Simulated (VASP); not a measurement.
# TaSi2 in VASP: single point with PBE

Aim: the single point of TaSi2 with PBE.

Everything below comes from runs of VASP 6.6.1. Logs are shortened: lines on timing, memory, paths and dates and some standing lists are left out, and cuts for length are marked.

## Step 1: The cell of the first run

The cell holds a slab with vacuum, 18 atoms: a = 4.806 Å, b = 4.806 Å, c = 25.995 Å, α = 90.00°, β = 90.00°, γ = 120.00°.

## Step 2: Single point, PBE

Contents of INCAR:

```
SYSTEM = TaSi2
PREC = Accurate
ENCUT = 520
EDIFF = 1E-7
ISMEAR = 0
SIGMA = 0.1
LREAL = Auto
LASPH = .TRUE.
NELM = 60
ALGO = Normal
ISIF = 2
LWAVE = .FALSE.
LCHARG = .FALSE.
LDIPOL = .TRUE.
IDIPOL = 3
DIPOL = 0.5 0.5 0.500
GGA = PE
NBANDS = 72
```

Contents of KPOINTS:

```
regular mesh
0
G
  9 9 1
  0 0 0
```

Contents of POSCAR:

```
TaSi2
1.0
    4.8056401757      0.0000000000      0.0000000000
   -2.4028200878      4.1618064736      0.0000000000
    0.0000000000      0.0000000000     25.9952817107
Ta Si
6 12
Direct
    0.5000000000      0.0000000000      0.2913195240
    0.0000000000      0.5000000000      0.3734574623
    0.5000000000      0.5000000000      0.4574011610
    0.5000000000      0.0000000000      0.5425988389
    0.0000000000      0.5000000000      0.6265425375
    0.5000000000      0.5000000000      0.7086804743
    0.8257489866      0.6546311480      0.2847989279
    0.1742510134      0.3453688520      0.2847989279
    0.6858774777      0.8425754667      0.3719816579
    0.3141225223      0.1574245333      0.3719816579
    0.1621629344      0.8425271377      0.4574994728
    0.8378370656      0.1574728623      0.4574994728
    0.8378370665      0.6803642032      0.5425005265
    0.1621629335      0.3196357968      0.5425005265
    0.6858774840      0.8433020128      0.6280183412
    0.3141225160      0.1566979872      0.6280183412
    0.1742510444      0.8288821532      0.7152010747
    0.8257489556      0.1711178468      0.7152010747
```

Potentials or basis: VASP PAW PBE potentials, release 64 (Ta_pv, Si).

On the command line:

```console
$ cat potpaw_PBE.64/Ta_pv/POTCAR potpaw_PBE.64/Si/POTCAR > POTCAR
$ mpirun -np 1 vasp_std > vasp.out
```

OUTCAR:

```text
SYSTEM = TaSi2
   PREC = Accurate
   ENCUT = 520
   EDIFF = 1E-7
   ISMEAR = 0
   LREAL = Auto
   LASPH = .TRUE.
   NELM = 60
   ISIF = 2
   GGA = PE

 ion  position               nearest neighbor table
   1  0.500  0.000  0.291-   9 2.54  10 2.54   7 2.73   8 2.73   8 2.80   7 2.80   8 2.81   7 2.81
                             2 3.21   2 3.21
   2  0.000  0.500  0.373-  11 2.61  12 2.61   7 2.68   8 2.68   9 2.73  10 2.73  10 2.74   9 2.74
                             9 2.85  10 2.85   1 3.21   1 3.21   3 3.25   3 3.25
   3  0.500  0.500  0.457-  13 2.62  14 2.62   9 2.64  10 2.64  12 2.74  11 2.74  11 2.76  12 2.76
                            11 2.83  12 2.83   2 3.25   2 3.25   4 3.27   4 3.27
   4  0.500  0.000  0.543-  11 2.62  12 2.62  15 2.64  16 2.64  13 2.74  14 2.74  14 2.76  13 2.76
                            14 2.83  13 2.83   5 3.25   5 3.25   3 3.27   3 3.27
   5  0.000  0.500  0.627-  13 2.61  14 2.61  17 2.68  18 2.68  16 2.73  15 2.73  16 2.74  15 2.74
                            15 2.85  16 2.85   6 3.21   6 3.21   4 3.25   4 3.25
   6  0.500  0.500  0.709-  15 2.54  16 2.54  17 2.73  18 2.73  18 2.80  17 2.80  17 2.81  18 2.81
                             5 3.21   5 3.21
   7  0.826  0.655  0.285-   9 2.65   2 2.68   8 2.71   1 2.73   8 2.74   1 2.80   1 2.81   8 2.87
[... 8 lines left out ...]
                             3 2.83  12 2.85
  12  0.838  0.157  0.457-   9 2.58  14 2.59   2 2.61   4 2.62  11 2.66   3 2.74   3 2.76  11 2.81
                             3 2.83  11 2.85
  13  0.838  0.680  0.543-  15 2.58  11 2.59   5 2.61   3 2.62  14 2.66   4 2.74   4 2.76  14 2.81
                             4 2.83  14 2.85
  14  0.162  0.320  0.543-  16 2.58  12 2.59   5 2.61   3 2.62  13 2.66   4 2.74   4 2.76  13 2.81
                             4 2.83  13 2.85
  15  0.686  0.843  0.628-   6 2.54  13 2.58  16 2.61   4 2.64  18 2.65   5 2.73   5 2.74   5 2.85
                            16 2.85  16 2.86
  16  0.314  0.157  0.628-   6 2.54  14 2.58  15 2.61   4 2.64  17 2.65   5 2.73   5 2.74   5 2.85
                            15 2.85  15 2.86
  17  0.174  0.829  0.715-  16 2.65   5 2.68  18 2.71   6 2.73  18 2.74   6 2.80   6 2.81  18 2.87

  18  0.826  0.171  0.715-  15 2.65   5 2.68  17 2.71   6 2.73  17 2.74   6 2.80   6 2.81  17 2.87

  LATTYP: Found a hexagonal cell.
 ALAT       =     4.8056401757
 C/A-ratio  =     5.4093275319

  Lattice vectors:

 A1 = (   4.8056401757,   0.0000000000,   0.0000000000)
 A2 = (  -2.4028200878,   4.1618064736,   0.0000000000)
 A3 = (   0.0000000000,   0.0000000000,  25.9952817107)

Analysis of symmetry for initial positions (statically):
=====================================================================
 Subroutine PRICEL returns:
 Original cell was already a primitive cell.

 Routine SETGRP: Setting up the symmetry group for a
 hexagonal supercell.

 Subroutine GETGRP returns: Found  4 space group operations
 (whereof  4 operations were pure point group operations)
 out of a pool of 24 trial point group operations.

The static configuration has the point symmetry D_2 .

[... 165 lines left out ...]
  Fermi-wavevector in a.u.,A,eV,Ry     =   0.987190  1.865518 13.259466  0.974543
  Thomas-Fermi vector in A             =   2.118625
   LORBIT       =      0    0 simple, 1 ext, 2 COOP (PROOUT), +10 PAW based schemes
   GGA     = PE    functional components
   LHFCALC =     F    Hartree Fock is set to
   AEXX    =    0.0000 exact exchange contribution
   IVDW    =     0    specifies the selected vdW correction
   LEPSILON=     F    determine dielectric tensor
   LRPA    =     F    only Hartree local field effects (RPA)
 non-spin polarized calculation
 Gauss-broadening in eV      SIGMA  =   0.10
  energy-cutoff  :      520.00
  volume of cell :      519.91
 maximum number of plane-waves:     14044
   NGX = 17   NGY = 17   NGZ = 97

 number of electron     114.0000015 magnetization

 dipolmoment           0.000000      0.000000      0.000000 electrons x Angstroem

 Free energy of the ion-electron system (eV)
  ---------------------------------------------------
  ext. energy  EPLUGINS =         0.00000000
  ---------------------------------------------------
  free energy    TOTEN  =      -138.72432259 eV

  energy without entropy =     -138.65813181  energy(sigma->0) =     -138.69122720

 E-fermi :   2.5890     XC(G=0):  -6.8849

 val. band max:        2.5763516126   @ k =  -0.2222  -0.4444   0.0000
 cond. band min:       2.6051243140   @ k =   0.2222  -0.0000   0.0000
 fundamental gap:      0.0287727014
 Fermi energy:         2.5890002246

 k-point     1 :       0.0000    0.0000    0.0000
  band No.  band energies     occupation
      1     -31.9359      2.00000
      2     -31.9358      2.00000
      3     -31.7658      2.00000
      4     -31.7459      2.00000
      5     -31.7330      2.00000
      6     -31.7031      2.00000
[... 1717 lines left out ...]
     68       5.1345      0.00000
     69       5.2570      0.00000

 [... further k-points ...]

 [bands above 69 left out]

------------------------ aborting loop because EDIFF is reached ----------------------------------------

 vacuum level on the upper side and lower side of the slab       (xc-potential included)        -0.088        -0.088

  FORCE on cell =-STRESS in cart. coord.  units (eV):
  Direction    XX          YY          ZZ          XY          YZ          ZX
  --------------------------------------------------------------------------------------
  -------------------------------------------------------------------------------------
  Total       -9.9088444     -8.1836417      0.1047883     -1.4940694      0.0000000      0.0000000
  in kB      -30.5355631    -25.2190968      0.3229207     -4.6041949      0.0000000      0.0000000
  external PRESSURE =     -18.4772464 kB  Pullay stress =       0.0000000 kB

 VOLUME and BASIS-vectors are now :
 -----------------------------------------------------------------------------
  energy-cutoff  :      520.00
  volume of cell :      519.91
      direct lattice vectors                 reciprocal lattice vectors
     4.805640176  0.000000000  0.000000000     0.208088821  0.120140137  0.000000000
    -2.402820088  4.161806474  0.000000000     0.000000000  0.240280274  0.000000000
     0.000000000  0.000000000 25.995281711     0.000000000  0.000000000  0.038468519

 POSITION                                       TOTAL-FORCE (eV/Angst)
 -----------------------------------------------------------------------------------
      2.40282      0.00000      7.57293        -0.000000      0.000000     -0.007832
     -1.20141      2.08090      9.70813        -0.000000      0.000000      0.000884
      1.20141      2.08090     11.89027        -0.000000      0.000000     -0.002599
      2.40282      0.00000     14.10501        -0.000000      0.000000      0.002599
     -1.20141      2.08090     16.28715        -0.000000      0.000000     -0.000884
      1.20141      2.08090     18.42235        -0.000000      0.000000      0.007832
[... 10 lines left out ...]
     -1.15427      3.44965     18.59185         0.000665      0.003593      0.002175
      3.55709      0.71216     18.59185        -0.000665     -0.003593      0.002175
 -----------------------------------------------------------------------------------
    total drift:                               -0.000000     -0.000000      0.000029

  FREE ENERGIE OF THE ION-ELECTRON SYSTEM (eV)
  ---------------------------------------------------
  free  energy   TOTEN  =      -138.7243225937 eV

  energy  without entropy=     -138.6581318077  energy(sigma->0) =     -138.69122720

 vacuum level on the upper side and lower side of the slab         6.727         6.727
```

stdout:

```text
POSCAR found type information on POSCAR TaSi
 POSCAR found :  2 types and      18 ions
 scaLAPACK will be used
 LDA part: xc-table for (Slater+PW92), standard interpolation
 POSCAR, INCAR and KPOINTS ok, starting setup
 FFT: planning ... GRIDC
 FFT: planning ... GRID_SOFT
 FFT: planning ... GRID
 WAVECAR not read
 entering main loop
```

Run time: 23 min. Hardware: 1 thread of Intel Xeon 6975P-C (Granite Rapids), shared host; peak memory 0.89 GiB.

Results:

```
Free energy            : -138.7243 eV
Largest force          : 0.008 eV/Å
Band gap on the k mesh : zero (bands 57 and 58 overlap by 0.34 eV)
```

Forces on the atoms (eV/Å):
```
Ta   0.000  0.000 -0.008
Ta   0.000  0.000  0.001
Ta   0.000  0.000 -0.003
Ta   0.000  0.000  0.003
Ta   0.000  0.000 -0.001
Ta   0.000  0.000  0.008
Si  -0.003  0.001 -0.002
Si   0.003 -0.001 -0.002
Si   0.004  0.002 -0.006
Si  -0.004 -0.002 -0.006
Si  -0.004  0.004 -0.004
Si   0.004 -0.004 -0.004
Si  -0.001  0.005  0.004
Si   0.001 -0.005  0.004
Si   0.004  0.003  0.006
Si  -0.004 -0.003  0.006
Si   0.001  0.004  0.002
Si  -0.001 -0.004  0.002
```

Caveat: spin-orbit coupling is left out, which moves the levels of the heavy elements.

The gap in the log of VASP goes by the Fermi energy; the results here count the filled bands.